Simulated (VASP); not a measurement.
Input of a VASP 6.6.1 run:

The input INCAR:

```
  PREC = Accurate
  ENCUT = 520
  EDIFF = 1E-7
  ISMEAR = 0
  SIGMA = 0.15
  LREAL = False
  LASPH = True
  NELM = 60
  ALGO = Normal
  ISIF = 2
  LWAVE = False
  LCHARG = False
  GGA = PE
  NBANDS = 16
```

File KPOINTS:

```
regular mesh
0
Gamma
  16 16 16
```

The input POSCAR:

```
InSb
1.0
   -3.0567500000      3.0567500000      1.4236000000
    3.0567500000     -3.0567500000      1.4236000000
    3.0567500000      3.0567500000     -1.4236000000
In Sb
1 1
Direct
    0.2500000000      0.7500000000      0.5000000000
    0.0000000000      0.0000000000      0.0000000000
```

Potentials or basis: VASP PAW PBE potentials, release 64 (In_d, Sb).

Command:

```sh
$ cat potpaw_PBE.64/In_d/POTCAR potpaw_PBE.64/Sb/POTCAR > POTCAR
$ mpirun -np 1 vasp_std > vasp.out
```

Question: What does it give for the pressure?

Answer: 5.7 GPa.

Question: Predict the band gap on the k mesh.

Answer: Zero (band 9 reaches 8.68 eV, above the bottom of band 10 at 5.54 eV).

Stress tensor (GPa, compression positive):
```
 1.13  0.00  0.00
 0.00  1.13  0.00
 0.00  0.00 14.76
```

Caveat: spin-orbit coupling is left out, which moves the levels of the heavy elements.
